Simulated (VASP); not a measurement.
# PrBe3Si (Immm) in VASP: a series of runs

The runs below take PrBe3Si through single point, relaxation of cell and atoms, with PBE.

All numbers are computed with VASP 6.6.1; they aren't measurements. Logs are shortened: lines on timing, memory, paths and dates and some standing lists are left out, and cuts for length are marked.

**1. The cell of the first run**

The structure is orthorhombic, space group Immm (No. 71). The conventional cell has a = 4.170 Å, b = 5.760 Å, c = 8.631 Å, α = 90.00°, β = 90.00°, γ = 90.00°. Within 3.8 Å of Pr (site symmetry mmm) lie 2 Si at 2.88 Å and 12 Be at 3.02 to 3.59 Å. Be (site symmetry mm2) has 1 Si at 2.14 Å within 2.8 Å. Be (site symmetry mmm) has 2 Si at 2.08 Å within 2.8 Å. Within 2.9 Å of Si (site symmetry mmm) lie 4 Be at 2.08 to 2.14 Å and 2 Pr at 2.88 Å.

The cell was generated, and may not be a known phase.

**2. Single point, PBE**

INCAR reads:

```
PREC = Accurate
ENCUT = 600
EDIFF = 1E-6
ISMEAR = 0
SIGMA = 0.2
LREAL = False
LASPH = True
NELM = 200
ALGO = Normal
ISIF = 2
LWAVE = False
LCHARG = False
GGA = PE
NBANDS = 18
GGA_COMPAT = False
LMAXMIX = 6
```

KPOINTS reads:

```
regular mesh
0
Gamma
  6 6 6
```

POSCAR reads:

```
PrBe3Si
1.0
   -2.8801910110      2.0848930322      4.3153819745
    2.8801910110     -2.0848930322      4.3153819745
    2.8801910110      2.0848930322     -4.3153819745
Pr Be Si
1 3 1
Direct
    0.0000000000      0.5000000000      0.5000000000
    0.7525970347      0.7525970347      0.0000000000
    0.5000000000      0.0000000000      0.5000000000
    0.2474029653      0.2474029653      0.0000000000
    0.0000000000      0.0000000000      0.0000000000
```

Potentials or basis: VASP PAW PBE potentials, release 64 (Pr_3, Be, Si), 4f in core.

On the command line:

```sh
$ cat potpaw_PBE.64/Pr_3/POTCAR potpaw_PBE.64/Be/POTCAR potpaw_PBE.64/Si/POTCAR > POTCAR
$ mpirun -np 1 vasp_std > vasp.out
```

OUTCAR:

```text
PREC = Accurate
   ENCUT = 600
   EDIFF = 1E-6
   ISMEAR = 0
   LREAL = False
   LASPH = True
   NELM = 200
   ISIF = 2
   GGA = PE

 ion  position               nearest neighbor table
   1  0.000  0.500  0.500-   5 2.88   5 2.88   2 3.02   2 3.02   4 3.02   4 3.02
   2  0.753  0.753  0.000-   5 2.14   1 3.02   1 3.02
   3  0.500  0.000  0.500-   5 2.08   5 2.08
   4  0.247  0.247  0.000-   5 2.14   1 3.02   1 3.02
   5  0.000  0.000  0.000-   3 2.08   3 2.08   4 2.14   2 2.14   1 2.88   1 2.88

  LATTYP: Found a body centered orthorhombic cell.
 ALAT       =     4.1697860644
 B/A-ratio  =     1.3814574496
 C/A-ratio  =     2.0698337554

  Lattice vectors:

 A1 = (   2.8801910110,   2.0848930322,   4.3153819745)
 A2 = (  -2.8801910110,  -2.0848930322,   4.3153819745)
 A3 = (   2.8801910110,  -2.0848930322,  -4.3153819745)

Analysis of symmetry for initial positions (statically):
=====================================================================
 Subroutine PRICEL returns:
 Original cell was already a primitive cell.

 Routine SETGRP: Setting up the symmetry group for a
 body centered orthorhombic supercell.

 Subroutine GETGRP returns: Found  8 space group operations
 (whereof  8 operations were pure point group operations)
 out of a pool of  8 trial point group operations.

The static configuration has the point symmetry D_2h.

Analysis of symmetry for dynamics (positions and initial velocities):
=====================================================================
 Subroutine PRICEL returns:
 Original cell was already a primitive cell.

 Routine SETGRP: Setting up the symmetry group for a
 body centered orthorhombic supercell.

 Subroutine GETGRP returns: Found  8 space group operations
 (whereof  8 operations were pure point group operations)
 out of a pool of  8 trial point group operations.

The dynamic configuration has the point symmetry D_2h.

 Subroutine INISYM returns: Found  8 space group operations
 (whereof  8 operations are pure point group operations),
 and found     1 'primitive' translations

----------------------------------------------------------------------------------------

                                     Primitive cell

  volume of cell :     103.6536

  direct lattice vectors                    reciprocal lattice vectors
    -2.880191011  2.084893032  4.315381975     0.000000000  0.239820457  0.115864599
     2.880191011 -2.084893032  4.315381975     0.173599597  0.000000000  0.115864599
     2.880191011  2.084893032 -4.315381975     0.173599597  0.239820457  0.000000000

  length of vectors
     5.591493611  5.591493611  5.591493611     0.266342743  0.208713740  0.296058562

  position of ions in fractional coordinates (direct lattice)
     0.000000000  0.500000000  0.500000000
     0.752597035  0.752597035  0.000000000
     0.500000000  0.000000000  0.500000000
     0.247402965  0.247402965  0.000000000
     0.000000000  0.000000000  0.000000000

  ion indices of the primitive-cell ions
   primitive index   ion index
                 1           1
                 2           2
                 3           3
                 4           4
                 5           5

----------------------------------------------------------------------------------------

 KPOINTS: regular mesh

Automatic generation of k-mesh.
 Grid dimensions read from file:
 generate k-points for:    6    6    6

 Generating k-lattice:

  Cartesian coordinates                     Fractional coordinates (reciprocal lattice)
     0.000000000  0.039970076  0.019310766     0.166666667  0.000000000  0.000000000
     0.028933266  0.000000000  0.019310766     0.000000000  0.166666667  0.000000000
     0.028933266  0.039970076  0.000000000     0.000000000  0.000000000  0.166666667

  Length of vectors
     0.044390457  0.034785623  0.049343094

  Shift w.r.t. Gamma in fractional coordinates (k-lattice)
     0.000000000  0.000000000  0.000000000

 Subroutine IBZKPT returns following result:
 ===========================================

 Found     46 irreducible k-points:

 Following reciprocal coordinates:
            Coordinates               Weight
  0.000000  0.000000  0.000000      1.000000
  0.166667  0.000000 -0.000000      4.000000
  0.333333 -0.000000  0.000000      4.000000
  0.500000  0.000000  0.000000      2.000000
  0.000000  0.166667 -0.000000      4.000000
  0.166667  0.166667  0.000000      8.000000
[... 16 lines left out ...]
 -0.166667  0.166667  0.166667      2.000000
  0.166667  0.333333  0.166667      4.000000
 [... further k-points ...]
   k-points           NKPTS =     46   k-points in BZ     NKDIM =     46   number of bands    NBANDS=     18
   number of dos      NEDOS =    301   number of ions     NIONS =      5
   total plane-waves  NPLWV = 110592
   dimension x,y,z NGX =    48 NGY =   48 NGZ =   48
   dimension x,y,z NGXF=    96 NGYF=   96 NGZF=   96
   ions per type =               1   3   1
   NGX,Y,Z   is equivalent  to a cutoff of  14.27, 14.27, 14.27 a.u.
   NGXF,Y,Z  is equivalent  to a cutoff of  28.54, 28.54, 28.54 a.u.
 SYSTEM =  unknown system
   PREC   = accura    normal or accurate (medium, high low for compatibility)
   ISTART =      0    job   : 0-new  1-cont  2-samecut
   ICHARG =      2    charge: 1-file 2-atom 10-const
   ISPIN  =      1    spin polarized calculation?
   LNONCOLLINEAR =      F non collinear calculations
   LSORBIT =      F    spin-orbit coupling
   LASPH  =      T    aspherical Exc in radial PAW
   ENCUT  =  600.0 eV  44.10 Ry    6.64 a.u.  11.17 11.17 11.17*2*pi/ulx,y,z
   NELM   =    200;   NELMIN=  2; NELMDL= -5     # of ELM steps
   EDIFF  = 0.1E-05   stopping-criterion for ELM
   LREAL  =      F    real-space projection
   EDIFFG = 0.1E-04   stopping-criterion for IOM
   NSW    =      0    number of steps for IOM
   IBRION =     -1    ionic relax: 0-MD 1-quasi-New 2-CG
   NFREE  =      0    steps in history (QN), initial steepest desc. (CG)
   ISIF   =      2    stress and relaxation
   ISYM   =      2    0-nonsym 1-usesym 2-fastsym
   POTIM  = 0.5000    time-step for ionic-motion
   TEBEG  =    0.0;   TEEND  =   0.0 temperature during run
   PSTRESS=    0.0 pullay stress
   NELECT =      21.0000    total number of electrons
   NUPDOWN=      -1.0000    fix difference up-down
   EMIN   =  10.00;   EMAX   =-10.00  energy-range for DOS
   EFERMI =   0.00;   METHOD = LEGACY
   ISMEAR =     0;   SIGMA  =   0.20  broadening in eV -4-tet -1-fermi 0-gaus
   EFERMI_NEDOS =   21; number of points for ismear=-14 and -15
   IALGO  =     38    algorithm
   IMIX   =      4    mixing-type and parameters
     AMIX     =   0.40;   BMIX     =  1.00
     AMIX_MAG =   1.60;   BMIX_MAG =  1.00
  volume/ion in A,a.u.               =      20.73       139.90
  Fermi-wavevector in a.u.,A,eV,Ry     =   0.961509  1.816988 12.578569  0.924499
  Thomas-Fermi vector in A             =   2.090887
   LORBIT       =      0    0 simple, 1 ext, 2 COOP (PROOUT), +10 PAW based schemes
   GGA     = PE    functional components
   LHFCALC =     F    Hartree Fock is set to
   AEXX    =    0.0000 exact exchange contribution
   IVDW    =     0    specifies the selected vdW correction
   LEPSILON=     F    determine dielectric tensor
   LRPA    =     F    only Hartree local field effects (RPA)
 non-spin polarized calculation
 Gauss-broadening in eV      SIGMA  =   0.20
  energy-cutoff  :      600.00
  volume of cell :      103.65
 maximum number of plane-waves:      3486
 NGX is ok and might be reduce to    48
   NGX = 23   NGY = 23   NGZ = 23

 number of electron      21.0000000 magnetization

 Free energy of the ion-electron system (eV)
  ---------------------------------------------------
  ext. energy  EPLUGINS =         0.00000000
  ---------------------------------------------------
  free energy    TOTEN  =       -17.62023381 eV

  energy without entropy =      -17.57736269  energy(sigma->0) =      -17.59879825

 E-fermi :   3.1045     XC(G=0):  -8.9488

 val. band max:        3.0912576922   @ k =   0.3333  -0.3333   0.1667
 cond. band min:       3.1104829293   @ k =   0.0000   0.1667  -0.0000
 fundamental gap:      0.0192252371
 Fermi energy:         3.1045332397

 k-point     1 :       0.0000    0.0000    0.0000
  band No.  band energies     occupation
      1     -33.0596      2.00000
      2     -15.1304      2.00000
      3     -15.1191      2.00000
      4     -14.8597      2.00000
      5      -6.0649      2.00000
      6      -0.4772      2.00000
[... 10 lines left out ...]
     17       6.8336      0.00000
     18       7.0953      0.00000

 k-point     2 :       0.1667    0.0000   -0.0000
  band No.  band energies     occupation
      1     -33.0570      2.00000
      2     -15.1258      2.00000
      3     -15.1155      2.00000
      4     -14.9139      2.00000
      5      -5.9316      2.00000
      6      -0.7549      2.00000
[... 10 lines left out ...]
     17       7.0470      0.00000
     18       7.9777      0.00000

 k-point     3 :       0.3333   -0.0000    0.0000
  band No.  band energies     occupation
      1     -33.0518      2.00000
      2     -15.1164      2.00000
      3     -15.1085      2.00000
      4     -15.0194      2.00000
      5      -5.6318      2.00000
      6      -1.3370      2.00000
[... 10 lines left out ...]
     17       7.4123      0.00000
     18       7.4920      0.00000

 k-point     4 :       0.5000    0.0000    0.0000
  band No.  band energies     occupation
      1     -33.0492      2.00000
      2     -15.1117      2.00000
      3     -15.1059      2.00000
      4     -15.0700      2.00000
      5      -5.4579      2.00000
      6      -1.6666      2.00000
[... 375 lines left out ...]
      4     -15.0699      2.00000
      5      -5.0769      2.00000
      6      -1.7643      2.00000
[... 10 lines left out ...]
     17       7.1346      0.00000
     18       7.5749      0.00000

 k-point    23 :      -0.1667    0.1667    0.1667
  band No.  band energies     occupation
      1     -33.0593      2.00000
      2     -15.1612      2.00000
      3     -15.1243      2.00000
      4     -14.8599      2.00000
      5      -5.6345      2.00000
      6      -1.1825      2.00000
[... 10 lines left out ...]
     17       7.5092      0.00000
     18       7.6134      0.00000

 k-point    24 :       0.1667    0.3333    0.1667
  band No.  band energies     occupation
      1     -33.0514      2.00000
      2     -15.1546      2.00000
      3     -15.1094      2.00000
      4     -15.0188      2.00000
      5      -5.0665      2.00000
      6      -1.3728      2.00000
[... 10 lines left out ...]
     17       6.8054      0.00000
     18       7.7533      0.00000

 [... further k-points ...]

------------------------ aborting loop because EDIFF is reached ----------------------------------------

  FORCE on cell =-STRESS in cart. coord.  units (eV):
  Direction    XX          YY          ZZ          XY          YZ          ZX
  --------------------------------------------------------------------------------------
  -------------------------------------------------------------------------------------
  Total       -0.1044975     -0.0485114      0.1784343     -0.0000000      0.0000000      0.0000000
  in kB       -1.6152219     -0.7498418      2.7580660     -0.0000000      0.0000000      0.0000000
  external PRESSURE =       0.1310008 kB  Pullay stress =       0.0000000 kB

 VOLUME and BASIS-vectors are now :
 -----------------------------------------------------------------------------
  energy-cutoff  :      600.00
  volume of cell :      103.65
      direct lattice vectors                 reciprocal lattice vectors
    -2.880191011  2.084893032  4.315381975     0.000000000  0.239820457  0.115864599
     2.880191011 -2.084893032  4.315381975     0.173599597  0.000000000  0.115864599
     2.880191011  2.084893032 -4.315381975     0.173599597  0.239820457  0.000000000

 POSITION                                       TOTAL-FORCE (eV/Angst)
 -----------------------------------------------------------------------------------
      2.88019      0.00000      0.00000        -0.000000     -0.000000     -0.000000
      0.00000      0.00000      6.49549        -0.000000     -0.000000     -0.044343
      0.00000      2.08489      0.00000        -0.000000     -0.000000      0.000000
      0.00000      0.00000      2.13528         0.000000      0.000000      0.044343
      0.00000      0.00000      0.00000        -0.000000     -0.000000      0.000000
 -----------------------------------------------------------------------------------
    total drift:                                0.000000     -0.000000      0.000000

  FREE ENERGIE OF THE ION-ELECTRON SYSTEM (eV)
  ---------------------------------------------------
  free  energy   TOTEN  =       -17.6202338063 eV

  energy  without entropy=      -17.5773626888  energy(sigma->0) =      -17.59879825
```

It took 1.8 min on 1 thread of Intel Xeon Platinum 8488C (Sapphire Rapids), shared host; peak memory 0.4 GiB.

Results:

```yaml
Free_energy: -17.6202 eV
Pressure: 0.0 GPa
Largest_force: 0.044 eV/Å
Band_gap_on_the_k_mesh: zero (an odd number of electrons rules out a gap without spin polarisation)
```

Forces in eV/Å, atoms in the order of the input:
```
Pr   0.000  0.000  0.000
Be   0.000  0.000 -0.044
Be   0.000  0.000  0.000
Be   0.000  0.000  0.044
Si   0.000  0.000  0.000
```

Caveat: spin-orbit coupling is left out, which moves the levels of the heavy elements; the 4f electrons are frozen in the core, so they carry no moment and show no levels. Spin polarisation is off, so any magnetic state and its effect on volume and gap are missing.

(Part 1 of 2 ends here.)

The gap in the log of VASP goes by the Fermi energy; the results here count the filled bands.